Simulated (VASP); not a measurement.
## WC (Qusongite): relaxation of cell and atoms with LDA

WC (Qusongite):

```
CELL_PARAMETERS angstrom
2.90650 0.00000 0.00000
-1.45325 2.51710 0.00000
0.00000 0.00000 2.83660
ATOMIC_POSITIONS crystal
W 0.00000 0.00000 0.00000
C 0.66667 0.33333 0.50000
```

| Item | Value |
| --- | --- |
| Program | VASP 6.6.1 |
| Task | relaxation of cell and atoms |
| Functional | LDA |
| Potentials or basis | VASP PAW LDA potentials, release 64 (W_sv, C) |
| Cutoff | 600 eV |
| k mesh | 11 × 11 × 10 |
| Occupations | methfessel-paxton, width 0.1 eV |
| Spin | no spin polarisation |
| Dipole correction | no |
| Further INCAR settings | ALGO = Normal; EDIFF = 1e-06; IBRION = 2; EDIFFG = -0.01; NSW = 60; ISIF = 3 |

The relaxed volume is 10.19 Å³/atom and the relaxed cell is a = 2.890 Å, b = 2.890 Å, c = 2.818 Å, α = 90.00°, β = 90.00°, γ = 120.00°. The space group after relaxing (to 0.05 Å) is P-6m2 (No. 187) and the energy gained by relaxing is 4.3 meV/atom. The ionic steps are 7, the pressure after relaxing is 0.0 GPa and the band gap on the k mesh is zero (band 9 reaches 11.88 eV, above the bottom of band 10 at 10.60 eV).

Step by step:
| step | energy change (eV) | largest force (eV/Å) | pressure (GPa) | volume (Å³) |
| --- | --- | --- | --- | --- |
| 1 | 0.0000 | 0.0000 | -7.33 | 20.75 |
| 2 | 0.0677 | 0.0000 | 24.49 | 19.36 |
| 3 | -0.0086 | 0.0000 | -0.17 | 20.39 |
| 4 | -0.0086 | 0.0000 | -0.07 | 20.39 |
| 5 | -0.0086 | 0.0000 | 0.08 | 20.38 |
| 6 | -0.0086 | 0.0000 | -0.20 | 20.39 |
| 7 | -0.0086 | 0.0000 | -0.03 | 20.39 |

Final structure:
```
W C
1.0
     2.89028    0.00000    0.00000
    -1.44514    2.50306    0.00000
     0.00000    0.00000    2.81790
W C
1 1
Direct
  0.00000 0.00000 0.00000
  0.66667 0.33333 0.50000
```

Levels at points of the mesh, in eV from the Fermi level:
```
           k point  band 6  band 7  band 8  band 9  band 10  band 11  band 12  band 13
(0.00, 0.00, 0.00)   -4.51   -3.50   -3.50    0.05     3.18     3.18     5.62     5.62
(0.00, 0.00, 0.50)   -8.79   -2.16   -2.16   -0.72    -0.72     3.66     4.45     4.45
```

Wall time 2.1 min on 1 thread of Intel Xeon 6975P-C, on a shared host, peak memory 0.17 GiB.

Caveat: spin-orbit coupling is left out, which moves the levels of the heavy elements. Zero-point motion and thermal expansion aren't in these numbers.
